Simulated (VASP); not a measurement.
Input of a VASP 6.6.1 run:

File INCAR:

```
SYSTEM = SnO2
  PREC = Accurate
  ENCUT = 520
  EDIFF = 1E-6
  ISMEAR = 0
  SIGMA = 0.05
  LREAL = .False.
  LASPH = .True.
  NELM = 100
  ALGO = Normal
  ISIF = 2
  LWAVE = .False.
  LCHARG = .False.
  GGA = PE
  IVDW = 12
  NBANDS = 49
```

File KPOINTS:

```
Automatic mesh
0
Gamma
  9 9 2
  0 0 0
```

Contents of POSCAR:

```
SnO2
1.0
   -3.2372529198      0.0000000000      0.0000000000
   -1.6186264599     -2.8035432670      0.0000000000
   -2.9135276278     -1.6821259603     14.3754773976
Sn O
3 6
Direct
    0.3979789315      0.3979789315      0.4478128920
    0.9104433926     -0.0895566074      0.1492610123
   -0.1144855297     -0.1144855297      0.7463647718
    0.5357665851      0.5357665851      0.2181668027
    0.5108376627     -0.4891623373      0.8152705622
    0.0233021239      0.0233021239      0.5167186824
    0.2601912779      0.2601912779      0.6774589813
    0.7726557390     -0.2273442610      0.3789071016
    0.2851202002      0.2851202002      0.0803552219
```

Potentials or basis: VASP PAW PBE potentials, release 64 (Sn_d, O).

Command:

```sh
$ cat potpaw_PBE.64/Sn_d/POTCAR potpaw_PBE.64/O/POTCAR > POTCAR
$ mpirun -np 1 vasp_std > vasp.out
```

(1) Estimate the dispersion energy per atom.

(2) What does it give for the pressure?

(3) Estimate the band gap on the k mesh.

## Answers

(1) -0.182 eV.

(2) 0.3 GPa.

(3) 1.86 eV, indirect (least direct gap 1.99 eV).

Caveat: spin-orbit coupling is left out, which moves the levels of the heavy elements.
